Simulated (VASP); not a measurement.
# SiC (P6_3mc) in VASP: a series of runs, part 2 of 2

VASP 6.6.1. Earlier steps stand in the parts before.

## Step 5: Single point, PBE

Contents of INCAR:

```
SYSTEM = SiC
ALGO     = Normal         ! electronic algorithm
EDIFF    = 1E-6           ! SCF threshold, eV
ENCUT    = 520            ! plane-wave cutoff, eV
GGA      = PE             ! functional
ISIF     = 2              ! what is computed and relaxed
ISMEAR   = 0              ! smearing method
LASPH    = .True.         ! aspherical terms in the spheres
LCHARG   = .False.        ! write CHGCAR
LREAL    = .False.        ! projectors in reciprocal space
LWAVE    = .False.        ! write WAVECAR
NBANDS   = 26             ! bands
NELM     = 80             ! most SCF steps
PREC     = Accurate       ! precision mode
SIGMA    = 0.01           ! smearing width, eV
```

Contents of KPOINTS:

```
k-points
0
Gamma
  12 12 4
  0 0 0
```

Contents of POSCAR:

```
SiC
1.0
    3.0775547717      0.0000000000      0.0000000000
   -1.5387773859      2.6652406138      0.0000000000
    0.0000000000      0.0000000000     10.0767209020
Si C
4 4
Direct
    0.6666666667      0.3333333333      0.9378415250
    0.3333333333      0.6666666667      0.4378415250
    0.0000000000      0.0000000000      0.6878903876
    0.0000000000      0.0000000000      0.1878903876
    0.6666666667      0.3333333333      0.7498007830
    0.3333333333      0.6666666667      0.2498007830
    0.0000000000      0.0000000000      0.5004663044
    0.0000000000      0.0000000000      0.0004663044
```

Potentials or basis: VASP PAW PBE potentials, release 64 (Si, C).

Run with:

```sh
$ cat potpaw_PBE.64/Si/POTCAR potpaw_PBE.64/C/POTCAR > POTCAR
$ mpirun -np 1 vasp_std > vasp.out
```

OUTCAR:

```text
SYSTEM = SiC
   EDIFF = 1E-6
   ENCUT = 520
   GGA = PE
   ISIF = 2
   ISMEAR = 0
   LASPH = .True.
   LREAL = .False.
   NELM = 80
   PREC = Accurate

 ion  position               nearest neighbor table
   1  0.667  0.333  0.938-   8 1.89   8 1.89   8 1.89   5 1.89   3 3.08   3 3.08   3 3.08   4 3.08
                             4 3.08   4 3.08
   2  0.333  0.667  0.438-   7 1.89   7 1.89   7 1.89   6 1.89   4 3.08   4 3.08   4 3.08   3 3.08
                             3 3.08   3 3.08
   3  0.000  0.000  0.688-   5 1.88   5 1.88   5 1.88   7 1.89   1 3.08   1 3.08   1 3.08   2 3.08
                             2 3.08   2 3.08
   4  0.000  0.000  0.188-   6 1.88   6 1.88   6 1.88   8 1.89   2 3.08   2 3.08   2 3.08   1 3.08
                             1 3.08   1 3.08
   5  0.667  0.333  0.750-   3 1.88   3 1.88   3 1.88   1 1.89
   6  0.333  0.667  0.250-   4 1.88   4 1.88   4 1.88   2 1.89
   7  0.000  0.000  0.500-   2 1.89   2 1.89   2 1.89   3 1.89
   8  0.000  0.000  0.000-   1 1.89   1 1.89   1 1.89   4 1.89

  LATTYP: Found a hexagonal cell.
 ALAT       =     3.0775547717
 C/A-ratio  =     3.2742620845

  Lattice vectors:

[... 199 lines left out ...]

 k-point     1 :       0.0000    0.0000    0.0000
  band No.  band energies     occupation
      1      -7.3015      2.00000
      2      -6.1234      2.00000
      3      -6.0869      2.00000
      4      -3.7316      2.00000
      5      -0.4275      2.00000
      6       3.8059      2.00000
[... 685 lines left out ...]
     25      16.8216      0.00000
     26      17.4382      0.00000

 [... further k-points ...]

------------------------ aborting loop because EDIFF is reached ----------------------------------------

  FORCE on cell =-STRESS in cart. coord.  units (eV):
  Direction    XX          YY          ZZ          XY          YZ          ZX
  --------------------------------------------------------------------------------------
  -------------------------------------------------------------------------------------
  Total        1.8000598      1.8000598      1.7395338     -0.0000000      0.0000000      0.0000000
  in kB       34.8928194     34.8928194     33.7195679     -0.0000000      0.0000000      0.0000000
  external PRESSURE =      34.5017356 kB  Pullay stress =       0.0000000 kB

 VOLUME and BASIS-vectors are now :
 -----------------------------------------------------------------------------
  energy-cutoff  :      520.00
  volume of cell :       82.65
      direct lattice vectors                 reciprocal lattice vectors
     3.077554772  0.000000000  0.000000000     0.324933291  0.187600323  0.000000000
    -1.538777386  2.665240614  0.000000000     0.000000000  0.375200646  0.000000000
     0.000000000  0.000000000 10.076720902     0.000000000  0.000000000  0.099238632

 POSITION                                       TOTAL-FORCE (eV/Angst)
 -----------------------------------------------------------------------------------
      1.53878      0.88841      9.45037         0.000000      0.000000     -0.004256
     -0.00000      1.77683      4.41201        -0.000000     -0.000000     -0.004256
      0.00000      0.00000      6.93168         0.000000      0.000000      0.003006
      0.00000      0.00000      1.89332        -0.000000     -0.000000      0.003006
      1.53878      0.88841      7.55553        -0.000000     -0.000000      0.005588
     -0.00000      1.77683      2.51717         0.000000      0.000000      0.005588
      0.00000      0.00000      5.04306         0.000000      0.000000     -0.004337
      0.00000      0.00000      0.00470        -0.000000     -0.000000     -0.004337
 -----------------------------------------------------------------------------------
    total drift:                               -0.000000     -0.000000      0.000076

  FREE ENERGIE OF THE ION-ELECTRON SYSTEM (eV)
  ---------------------------------------------------
  free  energy   TOTEN  =       -60.2347451353 eV

  energy  without entropy=      -60.2347451353  energy(sigma->0) =      -60.23474514
```

Run time: 86 s. Hardware: 1 thread of Intel Xeon Platinum 8259CL at 2.50GHz (Skylake/Cascade Lake), shared host; peak memory 0.25 GiB.

Results:

```
Free energy            : -60.2347 eV
Pressure               : 3.5 GPa
Largest force          : 0.006 eV/Å
Band gap on the k mesh : 2.23 eV (least direct gap 3.35 eV)
```

Forces on the atoms (eV/Å):
```
Si   0.000  0.000 -0.004
Si   0.000  0.000 -0.004
Si   0.000  0.000  0.003
Si   0.000  0.000  0.003
C    0.000  0.000  0.006
C    0.000  0.000  0.006
C    0.000  0.000 -0.004
C    0.000  0.000 -0.004
```

Stress tensor (GPa, compression positive):
```
3.49 0.00 0.00
0.00 3.49 0.00
0.00 0.00 3.37
```

Caveat: the cell stands under pressure.

## Step 6: Single point, r2SCAN

POSCAR is that of step 5.

Contents of INCAR.step1:

```
SYSTEM = SiC
PREC = Accurate ; ENCUT = 520
ISMEAR = 0 ; SIGMA = 0.01
LREAL = .False. ; LASPH = .True.
NELM = 60 ; NBANDS = 26
GGA = PE ; ALGO = Normal
EDIFF = 1E-4 ; LWAVE = .True.
LCHARG = .False.
```

Contents of INCAR.step2:

```
SYSTEM = SiC
PREC = Accurate ; ENCUT = 520
EDIFF = 1E-6 ; ISMEAR = 0
SIGMA = 0.01 ; LREAL = .False.
LASPH = .True. ; NELM = 60
ALGO = Normal ; ISIF = 2
LWAVE = .False. ; LCHARG = .False.
METAGGA = R2SCAN ; LMIXTAU = .True.
NBANDS = 26 ; ISTART = 1
```

Contents of KPOINTS:

```
regular mesh
0
Gamma
  12 12 4
  0 0 0
```

Potentials or basis: VASP PAW PBE potentials, release 64 (Si, C).

Run with:

```sh
$ cat potpaw_PBE.64/Si/POTCAR potpaw_PBE.64/C/POTCAR > POTCAR
$ cp INCAR.step1 INCAR
$ mpirun -np 1 vasp_std > vasp.out
$ cp INCAR.step2 INCAR
$ mpirun -np 1 vasp_std > vasp.out
```

OUTCAR:

```text
SYSTEM = SiC
   PREC = Accurate
   ENCUT = 520
   EDIFF = 1E-6
   ISMEAR = 0
   LREAL = .False.
   LASPH = .True.
   NELM = 60
   ISIF = 2
   METAGGA = R2SCAN
   ISTART = 1

 ion  position               nearest neighbor table
   1  0.667  0.333  0.938-   8 1.89   8 1.89   8 1.89   5 1.89   3 3.08   3 3.08   3 3.08   4 3.08
                             4 3.08   4 3.08
   2  0.333  0.667  0.438-   7 1.89   7 1.89   7 1.89   6 1.89   4 3.08   4 3.08   4 3.08   3 3.08
                             3 3.08   3 3.08
   3  0.000  0.000  0.688-   5 1.88   5 1.88   5 1.88   7 1.89   1 3.08   1 3.08   1 3.08   2 3.08
                             2 3.08   2 3.08
   4  0.000  0.000  0.188-   6 1.88   6 1.88   6 1.88   8 1.89   2 3.08   2 3.08   2 3.08   1 3.08
                             1 3.08   1 3.08
   5  0.667  0.333  0.750-   3 1.88   3 1.88   3 1.88   1 1.89
   6  0.333  0.667  0.250-   4 1.88   4 1.88   4 1.88   2 1.89
   7  0.000  0.000  0.500-   2 1.89   2 1.89   2 1.89   3 1.89
   8  0.000  0.000  0.000-   1 1.89   1 1.89   1 1.89   4 1.89

  LATTYP: Found a hexagonal cell.
 ALAT       =     3.0775547717
 C/A-ratio  =     3.2742620845

  Lattice vectors:

 A1 = (   3.0775547717,   0.0000000000,   0.0000000000)
[... 202 lines left out ...]
      2      -6.9848      2.00000
      3      -6.9465      2.00000
      4      -4.5726      2.00000
      5      -0.8371      2.00000
      6       3.5002      2.00000
[... 685 lines left out ...]
     25      17.3952      0.00000
     26      17.9730      0.00000

 [... further k-points ...]

------------------------ aborting loop because EDIFF is reached ----------------------------------------

  FORCE on cell =-STRESS in cart. coord.  units (eV):
  Direction    XX          YY          ZZ          XY          YZ          ZX
  --------------------------------------------------------------------------------------
  -------------------------------------------------------------------------------------
  Total       -0.0932574     -0.0932574     -0.0980410      0.0000000      0.0000000      0.0000000
  in kB       -1.8077252     -1.8077252     -1.9004525      0.0000000      0.0000000      0.0000000
  external PRESSURE =      -1.8386343 kB  Pullay stress =       0.0000000 kB

 VOLUME and BASIS-vectors are now :
 -----------------------------------------------------------------------------
  energy-cutoff  :      520.00
  volume of cell :       82.65
      direct lattice vectors                 reciprocal lattice vectors
     3.077554772  0.000000000  0.000000000     0.324933291  0.187600323  0.000000000
    -1.538777386  2.665240614  0.000000000     0.000000000  0.375200646  0.000000000
     0.000000000  0.000000000 10.076720902     0.000000000  0.000000000  0.099238632

 POSITION                                       TOTAL-FORCE (eV/Angst)
 -----------------------------------------------------------------------------------
      1.53878      0.88841      9.45037         0.000000     -0.000000     -0.000346
     -0.00000      1.77683      4.41201         0.000000     -0.000000     -0.000346
      0.00000      0.00000      6.93168         0.000000     -0.000000     -0.000282
      0.00000      0.00000      1.89332        -0.000000      0.000000     -0.000282
      1.53878      0.88841      7.55553        -0.000000     -0.000000      0.001236
     -0.00000      1.77683      2.51717        -0.000000     -0.000000      0.001236
      0.00000      0.00000      5.04306        -0.000000     -0.000000     -0.000607
      0.00000      0.00000      0.00470        -0.000000     -0.000000     -0.000607
 -----------------------------------------------------------------------------------
    total drift:                                0.000000      0.000000     -0.000639

  FREE ENERGIE OF THE ION-ELECTRON SYSTEM (eV)
  ---------------------------------------------------
  free  energy   TOTEN  =       -77.3079948443 eV

  energy  without entropy=      -77.3079948443  energy(sigma->0) =      -77.30799484
```

OUTCAR.step1:

```text
SYSTEM = SiC
   PREC = Accurate
   ENCUT = 520
   ISMEAR = 0
   LREAL = .False.
   LASPH = .True.
   NELM = 60
[... 947 lines left out ...]
     -0.00000      1.77683      2.51717         0.000000     -0.000000      0.005108
      0.00000      0.00000      5.04306         0.000000     -0.000000     -0.004158
      0.00000      0.00000      0.00470        -0.000000      0.000000     -0.004158
 -----------------------------------------------------------------------------------
    total drift:                               -0.000000     -0.000000     -0.001197

  FREE ENERGIE OF THE ION-ELECTRON SYSTEM (eV)
  ---------------------------------------------------
  free  energy   TOTEN  =       -60.2347405631 eV

  energy  without entropy=      -60.2347405631  energy(sigma->0) =      -60.23474056
```

OSZICAR.step1:

```text
N       E                     dE             d eps       ncg     rms          rms(c)
DAV:   1     0.723377416433E+02    0.72338E+02   -0.14550E+04  2964   0.112E+03
DAV:   2    -0.605112636556E+02   -0.13285E+03   -0.12322E+03  3976   0.191E+02
DAV:   3    -0.675787867218E+02   -0.70675E+01   -0.70149E+01  4036   0.410E+01
DAV:   4    -0.676680689186E+02   -0.89282E-01   -0.89165E-01  3824   0.539E+00
DAV:   5    -0.676696007486E+02   -0.15318E-02   -0.15310E-02  3950   0.670E-01    0.177E+01
DAV:   6    -0.604296771384E+02    0.72399E+01   -0.19364E+01  3796   0.193E+01    0.797E+00
DAV:   7    -0.602683078487E+02    0.16137E+00   -0.21582E+00  4088   0.656E+00    0.341E+00
DAV:   8    -0.602372074024E+02    0.31100E-01   -0.11632E-01  3636   0.162E+00    0.103E+00
DAV:   9    -0.602341600774E+02    0.30473E-02   -0.17747E-02  3744   0.716E-01    0.161E-01
DAV:  10    -0.602346561625E+02   -0.49609E-03   -0.14607E-03  3790   0.188E-01    0.787E-02
DAV:  11    -0.602347405631E+02   -0.84401E-04   -0.18017E-04  2712   0.865E-02
   1 F= -.60234741E+02 E0= -.60234741E+02  d E =-.120752E-24
```

It took 5.8 min on 1 thread of Intel Xeon Platinum 8259CL at 2.50GHz (Skylake/Cascade Lake), shared host; peak memory 0.26 GiB.

What came out:

* Free energy: -77.3080 eV
* Pressure: -0.2 GPa
* Band gap on the k mesh: 2.61 eV (least direct gap 3.79 eV)

Caveat: the PAW data sets were made with another functional, which shifts forces and pressure a little. A k mesh can miss the band edges.

## Step 7: The runs side by side

```csv
level,cell,k mesh,gap on the mesh (eV),pressure (GPa),largest force (eV/Å)
r2SCAN,"a = 3.078, b = 3.078, c = 10.077 Å, angles 90.0, 90.0, 120.0°, 8 atoms",9 × 9 × 2,2.73,-0.2,-
r2SCAN,"a = 3.108, b = 3.108, c = 10.176 Å, angles 90.0, 90.0, 120.0°, 8 atoms",9 × 9 × 2,2.71,-6.5,0.01
r2SCAN,"a = 3.138, b = 3.138, c = 10.274 Å, angles 90.0, 90.0, 120.0°, 8 atoms",9 × 9 × 2,2.68,-12.0,0.02
PBE,"a = 3.078, b = 3.078, c = 10.077 Å, angles 90.0, 90.0, 120.0°, 8 atoms",12 × 12 × 4,2.23,3.5,0.01
r2SCAN,"a = 3.078, b = 3.078, c = 10.077 Å, angles 90.0, 90.0, 120.0°, 8 atoms",12 × 12 × 4,2.61,-0.2,-
```

Alike in all rows: task single point; potentials or basis VASP PAW PBE potentials, release 64 (Si, C); no spin polarisation; cutoff (eV) 520; smearing gaussian 0.01 eV.

On the cell as given the gap runs from 2.23 eV (PBE) to 2.73 eV (r2SCAN); the meshes differ, which moves gaps too. The pressure there spans -0.2 GPa (r2SCAN) to 3.5 GPa (PBE); a positive pressure means that this level wants a larger cell, a negative one a smaller.

Caveats: the PAW data sets were made with another functional, which shifts forces and pressure a little (at least some runs); the cell stands under tension (at least some runs); the cell stands under pressure (at least some runs).

Total energies depend on the potentials used, so only differences within one code and one set of settings carry meaning.
